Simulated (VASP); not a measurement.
## Ta2N: single point with PBE

Ta2N:

```xyz
3
Lattice="3.0493 0.0000 0.0000 -1.5247 2.6408 0.0000 0.0000 0.0000 4.7704" Properties=species:S:1:pos:R:3 pbc="T T T"
Ta    0.0000    1.7605    1.2151
Ta    1.5247    0.8803    3.5553
N     0.0000    0.0000    0.0000
```

```json
{
 "Program": "VASP 6.6.1",
 "Task": "single point",
 "Functional": "PBE",
 "Potentials or basis": "VASP PAW PBE potentials, release 64 (Ta_pv, N)",
 "Cutoff": "520 eV",
 "k mesh": "10 × 10 × 6",
 "Occupations": "fermi-dirac, width 0.05 eV",
 "Spin": "no spin polarisation"
}
```

```
Pressure               : 18.9 GPa
Largest force          : 0.418 eV/Å
Band gap on the k mesh : zero (an odd number of electrons rules out a gap without spin polarisation)
```

Forces on the atoms (eV/Å):
```
Ta   0.000  0.000  0.418
Ta   0.000  0.000 -0.418
N    0.000  0.000  0.000
```

Stress tensor (GPa, compression positive):
```
18.32  0.00  0.00
 0.00 18.32  0.00
 0.00  0.00 19.99
```

Levels at points of the mesh, in eV from the Fermi level:
| k point | band 12 | band 13 | band 14 | band 15 | band 16 | band 17 |
| --- | --- | --- | --- | --- | --- | --- |
| (0.00, 0.00, 0.00) | -0.71 | -0.25 | -0.25 | 0.29 | 0.30 | 0.30 |
| (0.50, 0.00, 0.00) | -2.69 | -1.33 | 1.92 | 2.06 | 4.04 | 4.35 |
| (0.00, 0.00, 0.50) | -2.67 | -1.21 | -1.21 | 1.92 | 2.26 | 2.49 |
| (0.50, 0.00, 0.50) | -2.18 | -2.12 | -0.29 | 0.79 | 3.58 | 3.82 |

Run time: 37 s on 1 thread of Intel Xeon 8259CL (shared host), peak memory 0.19 GiB.

Caveat: the cell stands under pressure; spin-orbit coupling is left out, which moves the levels of the heavy elements.
